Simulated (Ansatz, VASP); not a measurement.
# One calculation of InPd, two programs

Contents of INCAR:

```
ALGO = Normal
EDIFF = 1E-6
ENCUT = 500
GGA = PS
GGA_COMPAT = False
ISIF = 2
ISMEAR = 1
LASPH = True
LCHARG = False
LMAXMIX = 4
LORBIT = 11
LORBMOM = True
LREAL = False
LSORBIT = True
LWAVE = False
MAGMOM = 0 0 0 0 0 0
NBANDS = 35
NELM = 200
PREC = Accurate
SIGMA = 0.1
```

The input KPOINTS:

```
k-points
0
Gamma
  7 7 7
```

Contents of POSCAR:

```
InPd
1.0
    3.2718850000      0.0000000000      0.0000000000
    0.0000000000      3.2718850000      0.0000000000
    0.0000000000      0.0000000000      3.2718850000
In Pd
1 1
Direct
    0.0000000000      0.0000000000      0.0000000000
    0.5000000000      0.5000000000      0.5000000000
```

Input for Ansatz:

```yaml
crystal:
  lattice:
    - [3.271885, 0.0, 0.0]
    - [0.0, 3.271885, 0.0]
    - [0.0, 0.0, 3.271885]
  atoms:
    - { symbol: In, position: [0.0, 0.0, 0.0] }
    - { symbol: Pd, position: [0.5, 0.5, 0.5] }
basis:
  ecutwfc: 450.0
kpoints:
  mp_grid:
    grid: [7, 7, 7]
hamiltonian:
  xc: pbesol
magnetization:
  noncollinear: true
  spin_orbit: true
scf:
  max_iter: 85
  occupations:
    method: methfessel_paxton
    width: 0.1
output:
  eigenvalues: true
```

Alike in both runs: task single point; functional PBEsol; k mesh 7 × 7 × 7; occupations methfessel-paxton of order 1, width 0.1 eV; non-collinear spin, spin-orbit coupling.

|  | VASP | Ansatz |
| --- | --- | --- |
| version | VASP 6.6.1 | Ansatz 0.2.0 |
| potentials or method | VASP PAW PBE potentials, release 64 (In_d, Pd), cutoff 500 eV | plane waves, PAW |
| valence electrons in the cell | 23 | 31 |

|  | VASP | Ansatz | Ansatz less VASP |
| --- | --- | --- | --- |
| net moment per atom (μB) | 0.00 | 0.00 | 0.000 |

VASP's potentials were made for PBE, not for PBEsol. VASP's potentials hold 23 valence electrons a cell and Ansatz's 31, so a difference there can come from the potentials and not from the codes.
